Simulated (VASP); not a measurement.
# Ge (Fd-3m) in VASP: a series of runs

Runs on Ge. Level: PBEsol. Tasks: single point.

Everything below comes from runs of VASP 6.6.1. Logs are shortened: lines on timing, memory, paths and dates and some standing lists are left out, and cuts for length are marked.

### Step 1. The cell of the first run

It takes space group Fd-3m (No. 227, cubic). Conventional cell: a = 5.676 Å, b = 5.676 Å, c = 5.676 Å, α = 90.00°, β = 90.00°, γ = 90.00°. Within 3.2 Å of Ge (site symmetry -43m) lie 4 Ge at 2.46 Å.

### Step 2. Single point, PBEsol, non-collinear spin, zero start, spin-orbit coupling

INCAR

```
SYSTEM = Ge
ALGO = Normal ; EDIFF = 1E-6
ENCUT = 520 ; GGA = PS
GGA_COMPAT = .FALSE. ; ISIF = 2
ISMEAR = 0 ; LASPH = .TRUE.
LCHARG = .FALSE. ; LORBIT = 11
LORBMOM = .TRUE. ; LREAL = .FALSE.
LSORBIT = .TRUE. ; LWAVE = .FALSE.
MAGMOM = 0 0 0 0 0 0 ; NBANDS = 40
NELM = 150 ; PREC = Accurate
SIGMA = 0.01
```

KPOINTS

```
k-points
0
G
  12 12 12
  0 0 0
```

POSCAR

```
Ge
1.0
    0.0000000000      2.8378454382      2.8378454382
    2.8378454382      0.0000000000      2.8378454382
    2.8378454382      2.8378454382      0.0000000000
Ge
2
Direct
    0.0000000000      0.0000000000      0.0000000000
    0.2500000000      0.2500000000      0.2500000000
```

Potentials or basis: VASP PAW PBE potentials, release 64 (Ge_d).

Command:

```
> cat potpaw_PBE.64/Ge_d/POTCAR > POTCAR
> mpirun -np 1 vasp_ncl > vasp.out
```

OUTCAR:

```text
SYSTEM = Ge
   EDIFF = 1E-6
   ENCUT = 520
   GGA = PS
   ISIF = 2
   ISMEAR = 0
   LASPH = .TRUE.
   LORBIT = 11
   LREAL = .FALSE.
   LSORBIT = .TRUE.
   NELM = 150
   PREC = Accurate

 ion  position               nearest neighbor table
   1  0.000  0.000  0.000-   2 2.46   2 2.46   2 2.46   2 2.46
   2  0.250  0.250  0.250-   1 2.46   1 2.46   1 2.46   1 2.46

  LATTYP: Found a face centered cubic cell.
 ALAT       =     5.6756908764

  Lattice vectors:

 A1 = (   0.0000000000,   2.8378454382,   2.8378454382)
 A2 = (   2.8378454382,   0.0000000000,   2.8378454382)
 A3 = (   2.8378454382,   2.8378454382,   0.0000000000)

Analysis of symmetry for initial positions (statically):
=====================================================================
 Subroutine PRICEL returns:
 Original cell was already a primitive cell.

 Routine SETGRP: Setting up the symmetry group for a
 face centered cubic supercell.

 Subroutine GETGRP returns: Found 48 space group operations
 (whereof 24 operations were pure point group operations)
 out of a pool of 48 trial point group operations.

The static configuration has the point symmetry T_d .
 The point group associated with its full space group is O_h .

Analysis of symmetry for dynamics (positions and initial velocities):
=====================================================================
 Subroutine PRICEL returns:
 Original cell was already a primitive cell.

 Routine SETGRP: Setting up the symmetry group for a
 face centered cubic supercell.

 Subroutine GETGRP returns: Found 48 space group operations
 (whereof 24 operations were pure point group operations)
 out of a pool of 48 trial point group operations.

The dynamic configuration has the point symmetry T_d .
 The point group associated with its full space group is O_h .

Analysis of structural, dynamic, and magnetic symmetry:
=====================================================================
 Subroutine PRICEL returns:
 Original cell was already a primitive cell.

 Routine SETGRP: Setting up the symmetry group for a
 face centered cubic supercell.

 Subroutine GETGRP returns: Found 48 space group operations
 (whereof 24 operations were pure point group operations)
 out of a pool of 48 trial point group operations.

The overall configuration has the point symmetry T_d .
 The point group associated with its full space group is O_h .

 Subroutine INISYM returns: Found 48 space group operations
 (whereof 24 operations are pure point group operations),
 and found     1 'primitive' translations

----------------------------------------------------------------------------------------

                                     Primitive cell

  volume of cell :      45.7084

  direct lattice vectors                    reciprocal lattice vectors
     0.000000000  2.837845438  2.837845438    -0.176190004  0.176190004  0.176190004
     2.837845438  0.000000000  2.837845438     0.176190004 -0.176190004  0.176190004
     2.837845438  2.837845438  0.000000000     0.176190004  0.176190004 -0.176190004

  length of vectors
     4.013319507  4.013319507  4.013319507     0.305170039  0.305170039  0.305170039

  position of ions in fractional coordinates (direct lattice)
     0.000000000  0.000000000  0.000000000
     0.250000000  0.250000000  0.250000000

  ion indices of the primitive-cell ions
   primitive index   ion index
                 1           1
                 2           2

----------------------------------------------------------------------------------------

 KPOINTS: k-points

Automatic generation of k-mesh.
 Grid dimensions read from file:
 generate k-points for:   12   12   12

 Generating k-lattice:

  Cartesian coordinates                     Fractional coordinates (reciprocal lattice)
    -0.014682500  0.014682500  0.014682500     0.083333333  0.000000000  0.000000000
     0.014682500 -0.014682500  0.014682500     0.000000000  0.083333333  0.000000000
     0.014682500  0.014682500 -0.014682500     0.000000000  0.000000000  0.083333333

  Length of vectors
     0.025430837  0.025430837  0.025430837

[... 94 lines left out ...]

 number of electron      28.0000014 magnetization      -0.0000000     -0.0000000     -0.0000000

 number of electron      28.0000014 magnetization       0.0000000      0.0000000     -0.0000000

 Free energy of the ion-electron system (eV)
  ---------------------------------------------------
  ext. energy  EPLUGINS =         0.00000000
  ---------------------------------------------------
  free energy    TOTEN  =        -9.89194548 eV

  energy without entropy =       -9.89193338  energy(sigma->0) =       -9.89193943

 E-fermi :   4.8570     XC(G=0): -10.0836

 val. band max:        4.6979928200   @ k =   0.0833   0.0000   0.0000
 cond. band min:       4.8630249696   @ k =   0.5000   0.0000   0.0000
 fundamental gap:      0.1650321496
 Fermi energy:         4.8569552070

 k-point     1 :       0.0000    0.0000    0.0000
  band No.  band energies     occupation
      1     -20.2487      1.00000
      2     -20.2487      1.00000
      3     -20.2487      1.00000
      4     -20.2487      1.00000
      5     -20.1866      1.00000
      6     -20.1866      1.00000
[... 1021 lines left out ...]
     39      14.3714      0.00000
     40      14.3714      0.00000

 [... further k-points ...]
[... 5 lines left out ...]
  --------------------------------------------------------------------------------------
  -------------------------------------------------------------------------------------
  Total       -0.0331737     -0.0331737     -0.0331737      0.0000000     -0.0000000      0.0000000
  in kB       -1.1628093     -1.1628093     -1.1628093      0.0000000     -0.0000000      0.0000000
  external PRESSURE =      -1.1628093 kB  Pullay stress =       0.0000000 kB

 VOLUME and BASIS-vectors are now :
 -----------------------------------------------------------------------------
  energy-cutoff  :      520.00
  volume of cell :       45.71
      direct lattice vectors                 reciprocal lattice vectors
     0.000000000  2.837845438  2.837845438    -0.176190004  0.176190004  0.176190004
     2.837845438  0.000000000  2.837845438     0.176190004 -0.176190004  0.176190004
     2.837845438  2.837845438  0.000000000     0.176190004  0.176190004 -0.176190004

 POSITION                                       TOTAL-FORCE (eV/Angst)
 -----------------------------------------------------------------------------------
      0.00000      0.00000      0.00000         0.000000      0.000000      0.000000
      1.41892      1.41892      1.41892        -0.000000     -0.000000     -0.000000
 -----------------------------------------------------------------------------------
    total drift:                                0.000000      0.000000      0.000000

  FREE ENERGIE OF THE ION-ELECTRON SYSTEM (eV)
  ---------------------------------------------------
  free  energy   TOTEN  =        -9.8919454760 eV

  energy  without entropy=       -9.8919333765  energy(sigma->0) =       -9.89193943

 orbital moment (x)

 # of ion     p       d       tot
 ----------------------------------------
  1        -0.000  -0.000  -0.000
  2        -0.000   0.000  -0.000
 ----------------------------------------
           -0.000   0.000  -0.000

 orbital moment (y)

 # of ion     p       d       tot
 ----------------------------------------
  1        -0.000   0.000  -0.000
  2        -0.000   0.000   0.000
 ----------------------------------------
           -0.000   0.000  -0.000

 orbital moment (z)

 # of ion     p       d       tot
 ----------------------------------------
  1        -0.000   0.000  -0.000
  2         0.000  -0.000  -0.000
 ----------------------------------------
           -0.000   0.000  -0.000

 Spin-Orbit-Coupling matrix elements

 Ion:    1  E_soc:     -0.0183855
 l=   1
     0.0000000    -0.0021114    -0.0021114
    -0.0021114     0.0000000    -0.0021114
    -0.0021114    -0.0021114     0.0000000
 l=   2
     0.0000000    -0.0001903     0.0000000    -0.0001903    -0.0007625
    -0.0001903     0.0000000    -0.0005719    -0.0001903    -0.0001906
     0.0000000    -0.0005719     0.0000000    -0.0005719     0.0000000
    -0.0001903    -0.0001903    -0.0005719     0.0000000    -0.0001906
    -0.0007625    -0.0001906     0.0000000    -0.0001906     0.0000000
 l=   3
     0.0000000     0.0000000     0.0000000     0.0000000     0.0000000     0.0000000     0.0000000
     0.0000000     0.0000000     0.0000000     0.0000000     0.0000000     0.0000000     0.0000000
     0.0000000     0.0000000     0.0000000     0.0000000     0.0000000     0.0000000     0.0000000
     0.0000000     0.0000000     0.0000000     0.0000000     0.0000000     0.0000000     0.0000000
     0.0000000     0.0000000     0.0000000     0.0000000     0.0000000     0.0000000     0.0000000
     0.0000000     0.0000000     0.0000000     0.0000000     0.0000000     0.0000000     0.0000000
     0.0000000     0.0000000     0.0000000     0.0000000     0.0000000     0.0000000     0.0000000

 Ion:    2  E_soc:     -0.0183855
 l=   1
     0.0000000    -0.0021114    -0.0021114
    -0.0021114     0.0000000    -0.0021114
    -0.0021114    -0.0021114     0.0000000
 l=   2
     0.0000000    -0.0001903     0.0000000    -0.0001903    -0.0007625
    -0.0001903     0.0000000    -0.0005719    -0.0001903    -0.0001906
     0.0000000    -0.0005719     0.0000000    -0.0005719     0.0000000
    -0.0001903    -0.0001903    -0.0005719     0.0000000    -0.0001906
    -0.0007625    -0.0001906     0.0000000    -0.0001906     0.0000000
 l=   3
     0.0000000     0.0000000     0.0000000     0.0000000     0.0000000     0.0000000     0.0000000
     0.0000000     0.0000000     0.0000000     0.0000000     0.0000000     0.0000000     0.0000000
     0.0000000     0.0000000     0.0000000     0.0000000     0.0000000     0.0000000     0.0000000
     0.0000000     0.0000000     0.0000000     0.0000000     0.0000000     0.0000000     0.0000000
     0.0000000     0.0000000     0.0000000     0.0000000     0.0000000     0.0000000     0.0000000
     0.0000000     0.0000000     0.0000000     0.0000000     0.0000000     0.0000000     0.0000000
     0.0000000     0.0000000     0.0000000     0.0000000     0.0000000     0.0000000     0.0000000

 total charge

# of ion       s       p       d       tot
------------------------------------------
    1        1.130   1.248  10.023  12.401
    2        1.130   1.248  10.023  12.401
--------------------------------------------------
tot          2.260   2.497  20.045  24.802

 magnetization (x)

# of ion       s       p       d       tot
------------------------------------------
    1        0.000   0.000  -0.000   0.000
    2       -0.000   0.000   0.000  -0.000
--------------------------------------------------
tot          0.000   0.000  -0.000   0.000

 magnetization (y)

# of ion       s       p       d       tot
------------------------------------------
    1        0.000   0.000  -0.000   0.000
    2        0.000  -0.000  -0.000  -0.000
--------------------------------------------------
tot          0.000  -0.000  -0.000  -0.000

 magnetization (z)

# of ion       s       p       d       tot
------------------------------------------
    1       -0.000  -0.000   0.000  -0.000
    2       -0.000   0.000   0.000  -0.000
--------------------------------------------------
tot         -0.000  -0.000   0.000  -0.000
```

It took 2.9 min on 1 thread of Oxide Virtual Turin-like, shared host; peak memory 0.34 GiB.

What came out:

* Free energy: -9.8919 eV
* Pressure: -0.1 GPa
* Net moment: 0.00 μB per cell
* Valence electrons inside the program's atomic spheres: Ge 12.40

Moments on the atoms (μB; x, y, z):
```
Ge  0.00 0.00 0.00
Ge  0.00 0.00 0.00
```

Caveat: the PAW data sets were made with another functional, which shifts forces and pressure a little.

### Step 3. Single point, PBEsol, non-collinear spin, zero start, spin-orbit coupling

INCAR

```
PREC = Accurate
ENCUT = 520
EDIFF = 1E-6
ISMEAR = 0
SIGMA = 0.01
LREAL = False
LASPH = True
NELM = 150
ALGO = Normal
ISIF = 2
LWAVE = False
LCHARG = False
MAGMOM = 0 0 0 0 0 0
LORBIT = 11
LSORBIT = True
GGA_COMPAT = False
LORBMOM = True
GGA = PS
NBANDS = 40
```

KPOINTS

```
regular mesh
0
Gamma
  12 12 12
```

POSCAR is that of step 2.

Potentials or basis: VASP PAW PBE potentials, release 64 (Ge_d).

Command:

```
> cat potpaw_PBE.64/Ge_d/POTCAR > POTCAR
> mpirun -np 1 vasp_ncl > vasp.out
```

Wall time 3.1 min (1 thread of Oxide Virtual Turin-like, shared host); peak memory 0.34 GiB.

Results (log left out):

```
Free energy                                           : -9.8919 eV
Pressure                                              : -0.1 GPa
Net moment                                            : 0.00 μB per cell
Valence electrons inside the program's atomic spheres : Ge 12.40
```

Moments on the atoms (μB; x, y, z):
```
Ge  0.00 0.00 0.00
Ge  0.00 0.00 0.00
```

Caveat: the PAW data sets were made with another functional, which shifts forces and pressure a little.
